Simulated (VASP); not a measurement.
# YHg (Pm-3m) in VASP: further runs

The runs below take YHg through vibrations by perturbation theory, with LDA.

Everything below comes from runs of VASP 6.6.1. Logs are shortened: lines on timing, memory, paths and dates and some standing lists are left out, and cuts for length are marked.

## (1) The cell of the first run

It takes space group Pm-3m (No. 221, cubic). The conventional cell has a = 3.559 Å, b = 3.559 Å, c = 3.559 Å, α = 90.00°, β = 90.00°, γ = 90.00°. Within 4.1 Å of Y (site symmetry m-3m) lie 8 Hg at 3.08 Å and 6 Y at 3.56 Å. Hg (site symmetry m-3m) has 8 Y at 3.08 Å and 6 Hg at 3.56 Å within 4.1 Å.

## (2) Vibrations by perturbation theory, LDA

The input, INCAR:

```
PREC = Accurate
ENCUT = 520
EDIFF = 1E-8
ISMEAR = -1
SIGMA = 0.15
LREAL = False
LASPH = True
NELM = 60
ALGO = Normal
ISIF = 2
LWAVE = False
LCHARG = False
GGA = CA
IBRION = 8
NSW = 1
```

The input, KPOINTS:

```
Automatic mesh
0
Gamma
  12 12 12
```

The input, POSCAR:

```
YHg
1.0
    3.5587220840      0.0000000000      0.0000000000
    0.0000000000      3.5587220840      0.0000000000
    0.0000000000      0.0000000000      3.5587220840
Y Hg
1 1
Direct
    0.5000000000      0.5000000000      0.5000000000
    0.0000000000      0.0000000000      0.0000000000
```

Potentials or basis: VASP PAW LDA potentials, release 64 (Y_sv, Hg).

The run is started by

```
> cat potpaw_LDA.64/Y_sv/POTCAR potpaw_LDA.64/Hg/POTCAR > POTCAR
> mpirun -np 1 vasp_std > vasp.out
```

OUTCAR:

```text
PREC = Accurate
   ENCUT = 520
   EDIFF = 1E-8
   ISMEAR = -1
   LREAL = False
   LASPH = True
   NELM = 60
   ISIF = 2
   GGA = CA
   IBRION = 8
   NSW = 1

 ion  position               nearest neighbor table
   1  0.500  0.500  0.500-   2 3.08   2 3.08   2 3.08   2 3.08   2 3.08   2 3.08   2 3.08   2 3.08

   2  0.000  0.000  0.000-   1 3.08   1 3.08   1 3.08   1 3.08   1 3.08   1 3.08   1 3.08   1 3.08

  LATTYP: Found a simple cubic cell.
 ALAT       =     3.5587220840

  Lattice vectors:

 A1 = (   3.5587220840,   0.0000000000,   0.0000000000)
 A2 = (   0.0000000000,   3.5587220840,   0.0000000000)
 A3 = (   0.0000000000,   0.0000000000,   3.5587220840)

Analysis of symmetry for initial positions (statically):
=====================================================================
 Subroutine PRICEL returns:
 Original cell was already a primitive cell.

 Routine SETGRP: Setting up the symmetry group for a
 simple cubic supercell.

 Subroutine GETGRP returns: Found 48 space group operations
 (whereof 48 operations were pure point group operations)
 out of a pool of 48 trial point group operations.

The static configuration has the point symmetry O_h .

Analysis of symmetry for dynamics (positions and initial velocities):
=====================================================================
 Subroutine PRICEL returns:
 Original cell was already a primitive cell.

 Routine SETGRP: Setting up the symmetry group for a
 simple cubic supercell.

 Subroutine GETGRP returns: Found 48 space group operations
 (whereof 48 operations were pure point group operations)
 out of a pool of 48 trial point group operations.

The dynamic configuration has the point symmetry O_h .

 Subroutine INISYM returns: Found 48 space group operations
 (whereof 48 operations are pure point group operations),
 and found     1 'primitive' translations

----------------------------------------------------------------------------------------

                                     Primitive cell

  volume of cell :      45.0694

  direct lattice vectors                    reciprocal lattice vectors
     3.558722084  0.000000000  0.000000000     0.280999746  0.000000000  0.000000000
     0.000000000  3.558722084  0.000000000     0.000000000  0.280999746  0.000000000
     0.000000000  0.000000000  3.558722084     0.000000000  0.000000000  0.280999746

  length of vectors
     3.558722084  3.558722084  3.558722084     0.280999746  0.280999746  0.280999746

  position of ions in fractional coordinates (direct lattice)
     0.500000000  0.500000000  0.500000000
     0.000000000  0.000000000  0.000000000

  ion indices of the primitive-cell ions
   primitive index   ion index
                 1           1
                 2           2

----------------------------------------------------------------------------------------

 KPOINTS: Automatic mesh

Automatic generation of k-mesh.
 Grid dimensions read from file:
 generate k-points for:   12   12   12

 Generating k-lattice:

  Cartesian coordinates                     Fractional coordinates (reciprocal lattice)
     0.023416645  0.000000000  0.000000000     0.083333333  0.000000000  0.000000000
     0.000000000  0.023416645  0.000000000     0.000000000  0.083333333  0.000000000
     0.000000000  0.000000000  0.023416645     0.000000000  0.000000000  0.083333333

  Length of vectors
     0.023416645  0.023416645  0.023416645

  Shift w.r.t. Gamma in fractional coordinates (k-lattice)
     0.000000000  0.000000000  0.000000000

[... 78 lines left out ...]
   IVDW    =     0    specifies the selected vdW correction
   LEPSILON=     F    determine dielectric tensor
   LRPA    =     F    only Hartree local field effects (RPA)
 non-spin polarized calculation
  energy-cutoff  :      520.00
  volume of cell :       45.07
 maximum number of plane-waves:      1233
 NGX is ok and might be reduce to    28
   NGX = 13   NGY = 13   NGZ = 13

--------------------------------------- Ionic step        1  -------------------------------------------

 number of electron      23.0000006 magnetization

 Free energy of the ion-electron system (eV)
  ---------------------------------------------------
  ext. energy  EPLUGINS =         0.00000000
  ---------------------------------------------------
  free energy    TOTEN  =        -9.23854845 eV

  energy without entropy =       -9.10277405  energy(sigma->0) =       -9.17066125

 E-fermi :   4.5469     XC(G=0): -11.3571

 val. band max:        4.5139576406   @ k =   0.2500   0.2500   0.1667
 cond. band min:       4.5626618742   @ k =   0.1667   0.1667   0.0000
 fundamental gap:      0.0487042336
 Fermi energy:         4.5468953696

 k-point     1 :       0.0000    0.0000    0.0000
  band No.  band energies     occupation
      1     -38.0124      2.00000
      2     -18.0206      2.00000
      3     -18.0206      2.00000
      4     -18.0206      2.00000
      5      -3.9461      2.00000
      6      -3.6458      2.00000
      7      -3.6458      2.00000
      8      -2.8978      2.00000
      9      -2.8978      2.00000
     10      -2.8978      2.00000
     11       4.8580      0.22324
     12       4.8580      0.22324
     13       8.8513      0.00000
     14       8.8513      0.00000
[... 401 lines left out ...]
      2     -18.3335      2.00000
      3     -18.2572      2.00000
      4     -17.9669      2.00000
      5      -3.5027      2.00000
      6      -3.4496      2.00000
      7      -3.1692      2.00000
      8      -3.1036      2.00000
      9      -2.6305      2.00000
     10      -0.5737      2.00000
     11       3.0265      1.99992
     12       4.4978      1.16223
     13       5.6312      0.00145
     14       7.0631      0.00000
     15       7.9517      0.00000

 [... further k-points ...]
[... 5 lines left out ...]
  --------------------------------------------------------------------------------------
  -------------------------------------------------------------------------------------
  Total        1.4946936      1.4946936      1.4946936     -0.0000000     -0.0000000      0.0000000
  in kB       53.1349819     53.1349819     53.1349819     -0.0000000     -0.0000000      0.0000000
  external PRESSURE =      53.1349819 kB  Pullay stress =       0.0000000 kB

 VOLUME and BASIS-vectors are now :
 -----------------------------------------------------------------------------
  energy-cutoff  :      520.00
  volume of cell :       45.07
      direct lattice vectors                 reciprocal lattice vectors
     3.558722084  0.000000000  0.000000000     0.280999746  0.000000000  0.000000000
     0.000000000  3.558722084  0.000000000     0.000000000  0.280999746  0.000000000
     0.000000000  0.000000000  3.558722084     0.000000000  0.000000000  0.280999746

 POSITION                                       TOTAL-FORCE (eV/Angst)
 -----------------------------------------------------------------------------------
      1.77936      1.77936      1.77936         0.000000      0.000000      0.000000
      0.00000      0.00000      0.00000         0.000000      0.000000      0.000000
 -----------------------------------------------------------------------------------
    total drift:                                0.000000      0.000000      0.000000

  FREE ENERGIE OF THE ION-ELECTRON SYSTEM (eV)
  ---------------------------------------------------
  free  energy   TOTEN  =        -9.2385484481 eV

  energy  without entropy=       -9.1027740461  energy(sigma->0) =       -9.17066125

[... ionic steps 2 to 3 ...]

--------------------------------------- Ionic step        4  -------------------------------------------

------------------------ aborting loop because EDIFF is reached ----------------------------------------

[... ionic steps 5 to 6 ...]

--------------------------------------- Ionic step        7  -------------------------------------------

 Free energy of the ion-electron system (eV)
  ---------------------------------------------------
  ---------------------------------------------------
  free energy    TOTEN  =        -0.36936945 eV

  energy without entropy =       -0.36936944

------------------------ aborting loop because EDIFF is reached ----------------------------------------

 INTERNAL STRAIN TENSOR  FOR ION    2  DIRECTION 1   (eV/Angst):
 -----------------------------------------------------------------------------
     0.00834 -0.00000 -0.00000
     0.00000  0.00233  0.00000
     0.00000  0.00000  0.00233

 INTERNAL STRAIN TENSOR FOR ION    2 for displacements in x,y,z  (eV/Angst):
          X           Y           Z          XY          YZ          ZX
  --------------------------------------------------------------------------------
  x     0.00000     0.00000     0.00000     0.00000     0.00000     0.00000
  y     0.00000     0.00000     0.00000     0.00000     0.00000     0.00000
  z     0.00000     0.00000     0.00000     0.00000     0.00000     0.00000

 SECOND DERIVATIVES (NOT SYMMETRIZED)
 ------------------------------------
               1X          1Y          1Z          2X          2Y          2Z
  1X    -3.438777   -0.000000    0.000000    3.438777    0.000000   -0.000000
  1Y    -0.000000   -3.438777   -0.000000    0.000000    3.438777    0.000000
  1Z    -0.000000   -0.000000   -3.438777    0.000000    0.000000    3.438777
  2X     3.416230    0.000000    0.000000   -3.416230   -0.000000    0.000000
  2Y    -0.000000    3.416230    0.000000    0.000000   -3.416230    0.000000
  2Z     0.000000    0.000000    3.416230    0.000000    0.000000   -3.416230

 Eigenvectors and eigenvalues of the dynamical matrix
 ----------------------------------------------------

   1 f  =    3.689917 THz    23.184434 2PiTHz  123.082393 cm-1    15.260265 meV
             X         Y         Z           dx          dy          dz
      1.779361  1.779361  1.779361     0.833241    0.000000    0.000000
      0.000000  0.000000  0.000000    -0.552910    0.000000    0.000000
[... 21 lines left out ...]
   6 f/i=    0.005592 THz     0.035132 2PiTHz    0.186513 cm-1     0.023125 meV
             X         Y         Z           dx          dy          dz
      1.779361  1.779361  1.779361     0.000000   -0.000000   -0.552910
      0.000000  0.000000  0.000000     0.000000    0.000000   -0.833241

--------------------------------------------------------------------------------------------------------

 ELASTIC MODULI CONTR FROM IONIC RELAXATION (kBar)
 Direction    XX          YY          ZZ          XY          YZ          ZX
 --------------------------------------------------------------------------------
 XX           0.0000      0.0000      0.0000      0.0000      0.0000      0.0000
 YY           0.0000      0.0000      0.0000      0.0000      0.0000      0.0000
 ZZ           0.0000      0.0000      0.0000      0.0000      0.0000      0.0000
 XY           0.0000      0.0000      0.0000      0.0000      0.0000      0.0000
 YZ           0.0000      0.0000      0.0000      0.0000      0.0000      0.0000
 ZX           0.0000      0.0000      0.0000      0.0000      0.0000      0.0000
 --------------------------------------------------------------------------------
```

Wall time 12 min (1 thread of Oxide Virtual Turin-like, shared host); peak memory 0.39 GiB.

Results:

* Highest phonon frequency at Γ: 123 cm⁻¹

Phonon frequencies in cm⁻¹ (negative: imaginary):
```
              q point        frequencies
(0.000, 0.000, 0.000)  0 0 0 123 123 123
```

Caveat: the cell stands under pressure or tension, which shifts response properties; spin-orbit coupling is left out, which moves the levels of the heavy elements.

## (3) Vibrations by perturbation theory, LDA

This run uses another cell than the first one, of 23.80 Å³/atom.

INCAR is that of step 2.

The input, KPOINTS:

```
regular mesh
0
Gamma
  12 12 12
```

The input, POSCAR:

```
YHg
1.0
    3.6238695562      0.0000000000      0.0000000000
    0.0000000000      3.6238695562      0.0000000000
    0.0000000000      0.0000000000      3.6238695562
Y Hg
1 1
Direct
    0.5000000000      0.5000000000      0.5000000000
    0.0000000000      0.0000000000      0.0000000000
```

Potentials or basis: VASP PAW LDA potentials, release 64 (Y_sv, Hg).

The run is started by

```
> cat potpaw_LDA.64/Y_sv/POTCAR potpaw_LDA.64/Hg/POTCAR > POTCAR
> mpirun -np 1 vasp_std > vasp.out
```

OUTCAR:

```text
PREC = Accurate
   ENCUT = 520
   EDIFF = 1E-8
   ISMEAR = -1
   LREAL = False
   LASPH = True
   NELM = 60
   ISIF = 2
   GGA = CA
   IBRION = 8
   NSW = 1

 ion  position               nearest neighbor table
   1  0.500  0.500  0.500-   2 3.14   2 3.14   2 3.14   2 3.14   2 3.14   2 3.14   2 3.14   2 3.14

   2  0.000  0.000  0.000-   1 3.14   1 3.14   1 3.14   1 3.14   1 3.14   1 3.14   1 3.14   1 3.14

  LATTYP: Found a simple cubic cell.
 ALAT       =     3.6238695562

  Lattice vectors:

 A1 = (   3.6238695562,   0.0000000000,   0.0000000000)
 A2 = (   0.0000000000,   3.6238695562,   0.0000000000)
 A3 = (   0.0000000000,   0.0000000000,   3.6238695562)

Analysis of symmetry for initial positions (statically):
=====================================================================
 Subroutine PRICEL returns:
 Original cell was already a primitive cell.

[... 662 lines left out ...]

 INTERNAL STRAIN TENSOR  FOR ION    2  DIRECTION 1   (eV/Angst):
 -----------------------------------------------------------------------------
     0.00617  0.00000 -0.00000
    -0.00000  0.00319  0.00000
     0.00000  0.00000  0.00319

 INTERNAL STRAIN TENSOR FOR ION    2 for displacements in x,y,z  (eV/Angst):
          X           Y           Z          XY          YZ          ZX
  --------------------------------------------------------------------------------
  x     0.00000     0.00000     0.00000     0.00000     0.00000     0.00000
  y     0.00000     0.00000     0.00000     0.00000     0.00000     0.00000
  z     0.00000     0.00000     0.00000     0.00000     0.00000     0.00000

 SECOND DERIVATIVES (NOT SYMMETRIZED)
 ------------------------------------
               1X          1Y          1Z          2X          2Y          2Z
  1X    -2.582680    0.000000    0.000000    2.582680   -0.000000   -0.000000
  1Y     0.000000   -2.582680   -0.000000   -0.000000    2.582680    0.000000
  1Z    -0.000000   -0.000000   -2.582680    0.000000    0.000000    2.582680
  2X     2.578387   -0.000000    0.000000   -2.578387    0.000000   -0.000000
  2Y    -0.000000    2.578387   -0.000000    0.000000   -2.578387    0.000000
  2Z     0.000000   -0.000000    2.578387   -0.000000    0.000000   -2.578387

 Eigenvectors and eigenvalues of the dynamical matrix
 ----------------------------------------------------

   1 f  =    3.200194 THz    20.107410 2PiTHz  106.746972 cm-1    13.234932 meV
             X         Y         Z           dx          dy          dz
      1.811935  1.811935  1.811935    -0.567230   -0.201802   -0.575130
      0.000000  0.000000  0.000000     0.377319    0.134238    0.382574
[... 21 lines left out ...]
   6 f/i=    0.001228 THz     0.007713 2PiTHz    0.040945 cm-1     0.005077 meV
             X         Y         Z           dx          dy          dz
      1.811935  1.811935  1.811935    -0.190888   -0.489363    0.175608
      0.000000  0.000000  0.000000    -0.286965   -0.735667    0.263994

--------------------------------------------------------------------------------------------------------

 ELASTIC MODULI CONTR FROM IONIC RELAXATION (kBar)
 Direction    XX          YY          ZZ          XY          YZ          ZX
 --------------------------------------------------------------------------------
 XX           0.0000      0.0000      0.0000      0.0000      0.0000      0.0000
 YY           0.0000      0.0000      0.0000      0.0000      0.0000      0.0000
 ZZ           0.0000      0.0000      0.0000      0.0000      0.0000      0.0000
 XY           0.0000      0.0000      0.0000      0.0000      0.0000      0.0000
 YZ           0.0000      0.0000      0.0000      0.0000      0.0000      0.0000
 ZX           0.0000      0.0000      0.0000      0.0000      0.0000      0.0000
 --------------------------------------------------------------------------------
```

OSZICAR:

```text
N       E                     dE             d eps       ncg     rms          rms(c)
DAV:   1     0.134115457820E+03    0.13412E+03   -0.12182E+04  2544   0.147E+03
DAV:   2    -0.401478579546E+01   -0.13813E+03   -0.13572E+03  2906   0.350E+02
DAV:   3    -0.965813077635E+01   -0.56433E+01   -0.55901E+01  4212   0.593E+01
DAV:   4    -0.978543757557E+01   -0.12731E+00   -0.12727E+00  2921   0.631E+00
[... 50 lines left out ...]
RMM:  10    -0.370354518098E+00   -0.20468E-06    0.30194E-07 12518   0.364E-04    0.778E-05
RMM:  11    -0.370354428057E+00    0.90041E-07    0.11065E-07 13129   0.170E-04    0.253E-05
RMM:  12    -0.370354443671E+00   -0.15614E-07    0.97755E-08 12704   0.856E-05    0.169E-05
RMM:  13    -0.370354427549E+00    0.16122E-07    0.21244E-08 11964   0.508E-05    0.625E-06
RMM:  14    -0.370354428079E+00   -0.52962E-09    0.13441E-08 10930   0.296E-05    0.947E-06
 Linear response finished
```

Wall time 11 min (1 thread of Oxide Virtual Turin-like, shared host); peak memory 0.41 GiB.

What came out:

```yaml
Highest_phonon_frequency_at_Γ: 107 cm⁻¹
```

Phonon frequencies in cm⁻¹ (negative: imaginary):
```csv
q point,frequencies
"(0.000, 0.000, 0.000)",0 0 0 107 107 107
```

Caveat: spin-orbit coupling is left out, which moves the levels of the heavy elements.
